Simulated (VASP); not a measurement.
Crystal: Au.

```
Au
1.0
     2.88054    0.00000    0.00000
    -1.44027    2.49462    0.00000
     0.00000    0.00000    4.84725
Au
2
Direct
  0.66667 0.33333 0.25000
  0.33333 0.66667 0.75000
```

This cell differs from its parent crystal: volume scaled by 0.98.

Base run:

```yaml
Program: VASP 6.6.1
Functional: PBEsol
Potentials_or_basis: VASP PAW PBE potentials, release 64 (Au)
Cutoff: 520 eV
k_mesh: 11 × 11 × 6
Occupations: fermi-dirac, width 0.05 eV
Spin: no spin polarisation
```

Its results: band gap on the k mesh zero (band 11 reaches 12.58 eV, above the bottom of band 12 at 6.32 eV); pressure -3.8 GPa.

Q: The run is repeated on the same cell with these changes: functional from PBEsol to LDA; potentials or basis from VASP PAW PBE potentials, release 64 (Au) to VASP PAW LDA potentials, release 64 (Au). What comes out?

A: Band gap on the k mesh zero (band 11 reaches 12.58 eV, above the bottom of band 12 at 6.30 eV); pressure -7.6 GPa.

Caveats: spin-orbit coupling is left out, which moves the levels of the heavy elements; the PAW data sets were made with another functional, which shifts forces and pressure a little (some runs).
